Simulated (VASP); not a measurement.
# BN (R-3m) in VASP: a series of runs

Runs on BN. Level: PBE+D3(BJ). Tasks: single point.

Everything below comes from runs of VASP 6.6.1. Logs are shortened: lines on timing, memory, paths and dates and some standing lists are left out, and cuts for length are marked.

### 1 The cell of the first run

It takes space group R-3m (No. 166, trigonal). Conventional cell: a = 2.504 Å, b = 2.504 Å, c = 39.967 Å, α = 90.00°, β = 90.00°, γ = 120.00°. Within 1.9 Å of B (site symmetry 3m) lie 3 N at 1.45 Å. B (site symmetry 3m) has 3 N at 1.45 Å within 1.9 Å. N (site symmetry 3m) has 3 B at 1.45 Å within 1.9 Å. N (site symmetry 3m) has 3 B at 1.45 Å within 1.9 Å.

### 2 Single point, PBE+D3(BJ)

INCAR

```
SYSTEM = BN
ALGO = Normal
EDIFF = 1E-6
ENCUT = 520
GGA = PE
ISIF = 2
ISMEAR = 0
IVDW = 12
LASPH = .True.
LCHARG = .False.
LREAL = .False.
LWAVE = .False.
NBANDS = 26
NELM = 80
PREC = Accurate
SIGMA = 0.05
```

KPOINTS

```
k-points
0
Gamma
  10 10 2
  0 0 0
```

POSCAR

```
BN
1.0
   -2.5039917043      0.0000000000      0.0000000000
   -1.2519958521     -2.1685204268      0.0000000000
   -1.2518706526     -0.7227678583     13.3224000000
B N
4 4
Direct
    0.0416958333      0.0416958333      0.8750000000
    0.2083458333      0.2083458333      0.3750000000
    0.6250041667      0.6250041667      0.1250000000
    0.4583541667      0.4583541667      0.6250000000
    0.2916708333      0.2916708333      0.1250000000
    0.1250208333      0.1250208333      0.6250000000
    0.3750291667      0.3750291667      0.8750000000
    0.5416791667      0.5416791667      0.3750000000
```

Potentials or basis: VASP PAW PBE potentials, release 64 (B, N).

The run is started by

```bash
$ cat potpaw_PBE.64/B/POTCAR potpaw_PBE.64/N/POTCAR > POTCAR
$ mpirun -np 1 vasp_std > vasp.out
```

OUTCAR:

```text
SYSTEM = BN
   EDIFF = 1E-6
   ENCUT = 520
   GGA = PE
   ISIF = 2
   ISMEAR = 0
   IVDW = 12
   LASPH = .True.
   LREAL = .False.
   NELM = 80
   PREC = Accurate
 IVDW          = 12

 ion  position               nearest neighbor table
   1  0.042  0.042  0.875-   7 1.45   7 1.45   7 1.45
   2  0.208  0.208  0.375-   8 1.45   8 1.45   8 1.45
   3  0.625  0.625  0.125-   5 1.45   5 1.45   5 1.45
   4  0.458  0.458  0.625-   6 1.45   6 1.45   6 1.45
   5  0.292  0.292  0.125-   3 1.45   3 1.45   3 1.45
   6  0.125  0.125  0.625-   4 1.45   4 1.45   4 1.45
   7  0.375  0.375  0.875-   1 1.45   1 1.45   1 1.45
   8  0.542  0.542  0.375-   2 1.45   2 1.45   2 1.45

  LATTYP: Found a trigonal (rhomboedric) cell.
 ALAT       =    13.4005938401
 COS(alpha) =     0.9825423039

  Lattice vectors:

 A1 = (  -1.2518706526,  -0.7227678583,  13.3224000000)
 A2 = (   1.2521210517,  -0.7227678583,  13.3224000000)
 A3 = (   0.0001251995,   1.4457525685,  13.3224000000)

Analysis of symmetry for initial positions (statically):
=====================================================================
 Subroutine PRICEL returns:
 Original cell was already a primitive cell.

 Routine SETGRP: Setting up the symmetry group for a
 trigonal (rhombohedral) supercell.

 Subroutine GETGRP returns: Found  4 space group operations
 (whereof  2 operations were pure point group operations)
 out of a pool of 12 trial point group operations.

The static configuration has the point symmetry C_1h.
 The point group associated with its full space group is C_2h.

Analysis of symmetry for dynamics (positions and initial velocities):
=====================================================================
 Subroutine PRICEL returns:
 Original cell was already a primitive cell.

 Routine SETGRP: Setting up the symmetry group for a
 trigonal (rhombohedral) supercell.

 Subroutine GETGRP returns: Found  4 space group operations
 (whereof  2 operations were pure point group operations)
 out of a pool of 12 trial point group operations.

The dynamic configuration has the point symmetry C_1h.
 The point group associated with its full space group is C_2h.

 Subroutine INISYM returns: Found  4 space group operations
 (whereof  2 operations are pure point group operations),
 and found     1 'primitive' translations

----------------------------------------------------------------------------------------

                                     Primitive cell

  volume of cell :      72.3401
[... 129 lines left out ...]
   ISIF   =      2    stress and relaxation
   ISYM   =      2    0-nonsym 1-usesym 2-fastsym
   POTIM  = 0.5000    time-step for ionic-motion
   TEBEG  =    0.0;   TEEND  =   0.0 temperature during run
   PSTRESS=    0.0 pullay stress
   NELECT =      32.0000    total number of electrons
   NUPDOWN=      -1.0000    fix difference up-down
   EMIN   =  10.00;   EMAX   =-10.00  energy-range for DOS
   EFERMI =   0.00;   METHOD = LEGACY
   ISMEAR =     0;   SIGMA  =   0.05  broadening in eV -4-tet -1-fermi 0-gaus
   EFERMI_NEDOS =   21; number of points for ismear=-14 and -15
   IALGO  =     38    algorithm
   IMIX   =      4    mixing-type and parameters
     AMIX     =   0.40;   BMIX     =  1.00
     AMIX_MAG =   1.60;   BMIX_MAG =  1.00
  volume/ion in A,a.u.               =       9.04        61.02
  Fermi-wavevector in a.u.,A,eV,Ry     =   1.247379  2.357205 21.170055  1.555955
  Thomas-Fermi vector in A             =   2.381514
   LORBIT       =      0    0 simple, 1 ext, 2 COOP (PROOUT), +10 PAW based schemes
   GGA     = PE    functional components
   LHFCALC =     F    Hartree Fock is set to
   AEXX    =    0.0000 exact exchange contribution
   IVDW    =    12    specifies the selected vdW correction
   LEPSILON=     F    determine dielectric tensor
   LRPA    =     F    only Hartree local field effects (RPA)
 non-spin polarized calculation
 Gauss-broadening in eV      SIGMA  =   0.05
  energy-cutoff  :      520.00
  volume of cell :       72.34
 maximum number of plane-waves:      1971
   NGX =  9   NGY =  9   NGZ = 49

 number of electron      31.9999997 magnetization

 Free energy of the ion-electron system (eV)
  ---------------------------------------------------
  ext. energy  EPLUGINS =         0.00000000
  ---------------------------------------------------
  free energy    TOTEN  =       -70.28072553 eV

  energy without entropy =      -70.28072553  energy(sigma->0) =      -70.28072553

 E-fermi :   2.6724     XC(G=0): -10.0486

 val. band max:        2.4014554376   @ k =  -0.3000   0.3000   0.0000
 cond. band min:       6.3274313892   @ k =   0.5000   0.5000   0.5000
 fundamental gap:      3.9259759516
 Fermi energy:         2.6723531681

 k-point     1 :       0.0000    0.0000    0.0000
  band No.  band energies     occupation
      1     -15.5443      2.00000
      2     -15.4049      2.00000
      3     -15.4045      2.00000
      4     -15.2562      2.00000
      5      -3.9475      2.00000
      6      -3.0214      2.00000
[... 685 lines left out ...]
     25      14.2905      0.00000
     26      14.5440      0.00000

 [... further k-points ...]

------------------------ aborting loop because EDIFF is reached ----------------------------------------

 Edisp (eV)   -1.12500

 E8    (eV) :    -0.3294

  FORCE on cell =-STRESS in cart. coord.  units (eV):
  Direction    XX          YY          ZZ          XY          YZ          ZX
  --------------------------------------------------------------------------------------
  -------------------------------------------------------------------------------------
  Total       0.46899     0.46895     0.15613     0.00004    -0.00003    -0.00006
  in kB      10.38712    10.38617     3.45784     0.00083    -0.00072    -0.00125
  external pressure =        8.08 kB  Pullay stress =        0.00 kB

 VOLUME and BASIS-vectors are now :
 -----------------------------------------------------------------------------
  energy-cutoff  :      520.00
  volume of cell :       72.34
      direct lattice vectors                 reciprocal lattice vectors
    -2.503991704  0.000000000  0.000000000    -0.399362345  0.230571958 -0.025018015
    -1.251995852 -2.168520427  0.000000000     0.000000000 -0.461143915 -0.025018015
    -1.251870653 -0.722767858 13.322400000     0.000000000  0.000000000  0.075061550

 POSITION                                       TOTAL-FORCE (eV/Angst)
 -----------------------------------------------------------------------------------
     -1.25200     -0.72284     11.65710         0.000003      0.000002     -0.055704
     -1.25200     -0.72284      4.99590        -0.000000     -0.000000      0.000348
     -2.50399     -1.44568      1.66530        -0.000003     -0.000002      0.055704
     -2.50399     -1.44568      8.32650         0.000000      0.000000     -0.000348
     -1.25200     -0.72284      1.66530        -0.000016     -0.000009      0.033533
     -1.25200     -0.72284      8.32650         0.000032      0.000019     -0.000447
     -2.50399     -1.44568     11.65710         0.000016      0.000009     -0.033533
     -2.50399     -1.44568      4.99590        -0.000032     -0.000019      0.000447
 -----------------------------------------------------------------------------------
    total drift:                               -0.000004     -0.000003      0.000006

  FREE ENERGIE OF THE ION-ELECTRON SYSTEM (eV)
  ---------------------------------------------------
  free  energy   TOTEN  =       -71.4057231448 eV

  energy  without entropy=      -71.4057231448  energy(sigma->0) =      -71.40572314
```

stdout:

```text
POSCAR found type information on POSCAR B N
 POSCAR found :  2 types and       8 ions
 scaLAPACK will be used
 LDA part: xc-table for (Slater+PW92), standard interpolation
 -----------------------------------------------------------------------------
|                                                                             |
|           W    W    AA    RRRRR   N    N  II  N    N   GGGG   !!!           |
|           W    W   A  A   R    R  NN   N  II  NN   N  G    G  !!!           |
|           W    W  A    A  R    R  N N  N  II  N N  N  G       !!!           |
|           W WW W  AAAAAA  RRRRR   N  N N  II  N  N N  G  GGG   !            |
|           WW  WW  A    A  R   R   N   NN  II  N   NN  G    G                |
|           W    W  A    A  R    R  N    N  II  N    N   GGGG   !!!           |
|                                                                             |
|     Your reciprocal lattice and k-lattice belong to different lattice       |
|     classes:                                                                |
|                                                                             |
|        The reciprocal lattice is rhombohedral (trigonal),                   |
|        whereas your k-lattice is base-centered monoclinic.                  |
|                                                                             |
|     Results are often still useful ...                                      |
|                                                                             |
 -----------------------------------------------------------------------------

 POSCAR, INCAR and KPOINTS ok, starting setup
 FFT: planning ... GRIDC
 FFT: planning ... GRID_SOFT
 FFT: planning ... GRID
 WAVECAR not read
 entering main loop
```

It took 48 s on 1 thread of Intel Xeon 6975P-C (Granite Rapids), shared host; peak memory 0.24 GiB.

What came out:

- Free energy: -71.4057 eV
- Pressure: 0.8 GPa
- Largest force: 0.056 eV/Å
- Band gap on the k mesh: 3.93 eV (least direct gap 4.38 eV)
- Dispersion energy per atom: -0.141 eV

Forces in eV/Å, atoms in the order of the input:
```
B    0.000  0.000 -0.056
B    0.000  0.000  0.000
B    0.000  0.000  0.056
B    0.000  0.000  0.000
N    0.000  0.000  0.034
N    0.000  0.000  0.000
N    0.000  0.000 -0.034
N    0.000  0.000  0.000
```

Stress tensor (GPa, compression positive):
```
1.04 0.00 0.00
0.00 1.04 0.00
0.00 0.00 0.35
```

A k mesh can miss the band edges.

### 3 Single point, PBE+D3(BJ)

INCAR

```
SYSTEM = BN
PREC = Accurate ; ENCUT = 520
EDIFF = 1E-6 ; ISMEAR = 0
SIGMA = 0.05 ; LREAL = .FALSE.
LASPH = .TRUE. ; NELM = 100
ALGO = Normal ; ISIF = 2
LWAVE = .FALSE. ; LCHARG = .TRUE.
GGA = PE ; IVDW = 12
LELF = .TRUE. ; LVHAR = .TRUE.
NBANDS = 26
```

KPOINTS

```
regular mesh
0
G
  10 10 2
  0 0 0
```

POSCAR

```
BN
1.0
   -2.5039917043      0.0000000000      0.0000000000
   -1.2519958521     -2.1685204268      0.0000000000
   -2.5041169039     -1.4457525686     13.3224000000
B N
4 4
Direct
   -0.2500291667     -0.2500291667      0.8750000000
    0.0833208333      0.0833208333      0.3750000000
    0.5833291667      0.5833291667      0.1250000000
    0.2499791667      0.2499791667      0.6250000000
    0.2499958333      0.2499958333      0.1250000000
   -0.0833541667     -0.0833541667      0.6250000000
    0.0833041667      0.0833041667      0.8750000000
    0.4166541667      0.4166541667      0.3750000000
```

Potentials or basis: VASP PAW PBE potentials, release 64 (B, N).

The run is started by

```bash
$ cat potpaw_PBE.64/B/POTCAR potpaw_PBE.64/N/POTCAR > POTCAR
$ mpirun -np 1 vasp_std > vasp.out
```

It took 53 s on 1 thread of Intel Xeon 6975P-C (Granite Rapids), shared host; peak memory 0.24 GiB.

The run converged. Its results:

| Property | Result |
| --- | --- |
| Free energy | -71.4309 eV |
| Pressure | 0.7 GPa |
| Largest force | 0.013 eV/Å |
| Band gap on the k mesh | 4.16 eV (least direct gap 4.28 eV) |
| Dispersion energy per atom | -0.141 eV |

Forces on the atoms (eV/Å):
```
B    0.000  0.000 -0.013
B    0.000  0.000  0.001
B    0.000  0.000  0.013
B    0.000  0.000 -0.001
N    0.000  0.000 -0.007
N    0.000  0.000  0.000
N    0.000  0.000  0.007
N    0.000  0.000  0.000
```

Stress tensor (GPa, compression positive):
```
 1.15  0.00  0.00
 0.00  1.15  0.00
 0.00  0.00 -0.26
```

Levels at points of the mesh, in eV from the valence-band top:
| k point | band 12 | band 13 | band 14 | band 15 | band 16 | band 17 | band 18 | band 19 | band 20 | band 21 |
| --- | --- | --- | --- | --- | --- | --- | --- | --- | --- | --- |
| (0.00, 0.00, 0.00) | -1.36 | -1.34 | -1.34 | -1.33 | -1.33 | 5.20 | 7.53 | 7.55 | 10.22 | 11.52 |
| (0.50, 0.00, 0.00) | -4.11 | -1.37 | -1.11 | -0.83 | -0.54 | 4.16 | 4.78 | 4.80 | 5.50 | 9.62 |
| (0.50, 0.50, 0.00) | -4.11 | -1.37 | -1.11 | -0.83 | -0.54 | 4.16 | 4.78 | 4.80 | 5.50 | 9.62 |
| (0.00, 0.00, 0.50) | -1.35 | -1.34 | -1.34 | -1.33 | -1.33 | 5.88 | 5.90 | 9.31 | 9.35 | 11.53 |
| (0.50, 0.00, 0.50) | -4.12 | -1.37 | -1.12 | -0.78 | -0.58 | 4.28 | 4.39 | 5.21 | 5.35 | 9.49 |
| (0.50, 0.50, 0.50) | -4.12 | -1.37 | -1.12 | -0.78 | -0.58 | 4.28 | 4.39 | 5.21 | 5.35 | 9.49 |

A k mesh can miss the band edges.
